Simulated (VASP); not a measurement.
Here is a VASP 6.6.1 calculation.

INCAR

```
SYSTEM = BaZrO3
PREC = Accurate
ENCUT = 520
EDIFF = 1E-6
ISMEAR = 0
SIGMA = 0.05
LREAL = .FALSE.
LASPH = .TRUE.
NELM = 60
ALGO = Normal
ISIF = 2
LWAVE = .FALSE.
LCHARG = .FALSE.
GGA = CA
NBANDS = 28
```

KPOINTS

```
Automatic mesh
0
G
  6 6 6
  0 0 0
```

File POSCAR:

```
BaZrO3
1.0
    4.1474542849      0.0000000000      0.0000000000
    0.0000000000      4.1474542849      0.0000000000
    0.0000000000      0.0000000000      4.1474542849
Ba Zr O
1 1 3
Direct
    0.5000000000      0.5000000000      0.5000000000
    0.0000000000      0.0000000000      0.0000000000
    0.5000000000      0.0000000000      0.0000000000
    0.0000000000      0.5000000000      0.0000000000
    0.0000000000      0.0000000000      0.5000000000
```

Potentials or basis: VASP PAW LDA potentials, release 64 (Ba_sv, Zr_sv, O).

Command:

```bash
$ cat potpaw_LDA.64/Ba_sv/POTCAR potpaw_LDA.64/Zr_sv/POTCAR potpaw_LDA.64/O/POTCAR > POTCAR
$ mpirun -np 1 vasp_std > vasp.out
```

(1) What does it give for the band gap on the k mesh?

(2) Estimate the pressure.

Results:

(1) 3.13 eV, indirect (least direct gap 3.31 eV).

(2) 1.5 GPa.

Caveat: spin-orbit coupling is left out, which moves the levels of the heavy elements.
